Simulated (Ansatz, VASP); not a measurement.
# MgB2: VASP beside Ansatz

```
CELL_PARAMETERS angstrom
3.08500 0.00000 0.00000
-1.54250 2.67169 0.00000
0.00000 0.00000 3.52300
ATOMIC_POSITIONS crystal
Mg 0.00000 0.00000 0.00000
B 0.33333 0.66667 0.50000
B 0.66667 0.33333 0.50000
```

Alike in both runs: task single point; functional PBEsol; k mesh 10 × 10 × 8; occupations methfessel-paxton of order 1, width 0.05 eV; no spin polarisation.

```csv
,VASP,Ansatz
version,VASP 6.6.1,Ansatz 0.2.0
potentials or method,"VASP PAW PBE potentials, release 64 (Mg, B)","plane waves, PAW"
plane-wave cutoff (eV),520,420
valence electrons in the cell,8,16
```

|  | VASP | Ansatz | Ansatz less VASP |
| --- | --- | --- | --- |
| gap on the k mesh at the Fermi level (eV) | none | none | - |
| pressure (GPa) | -3.0 | -3.0 | +0.03 |
| traceless stress, the component that is largest in VASP (GPa) | -0.49 | -0.38 | +0.110 |

VASP's potentials were made for PBE, not for PBEsol. A gap of «none» marks a metal or a gap that the smearing closes. VASP's potentials hold 8 valence electrons a cell and Ansatz's 16, so a difference there can come from the potentials and not from the codes.
